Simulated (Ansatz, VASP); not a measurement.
**Two plane-wave programs on BP**

```
B P
1.0
     3.20885    0.00000    0.00000
     1.60443    2.77895    0.00000
     1.60443    0.92632    2.62002
B P
1 1
Direct
  0.00000 0.00000 0.00000
  0.25000 0.25000 0.25000
```

Alike in both runs: task relaxation of cell and atoms; functional PBE; dispersion D3(BJ); k mesh 8 × 8 × 8; no spin polarisation.

```csv
,VASP,Ansatz
version,VASP 6.6.1,Ansatz 0.2.0
potentials or method,"VASP PAW PBE potentials, release 64 (B, P), cutoff 600 eV","plane waves, PAW"
occupations,"gaussian, width 0.01 eV",fixed
valence electrons in the cell,8,8
```

|  | VASP | Ansatz | Ansatz less VASP |
| --- | --- | --- | --- |
| relaxed volume (Å³/atom) | 11.43 | 11.44 | +0.013 |
| relaxed cell length with the largest relative difference (Å) | 3.186 | 3.187 | +0.0012 |

Ansatz's warnings: stress scf threshold loose.
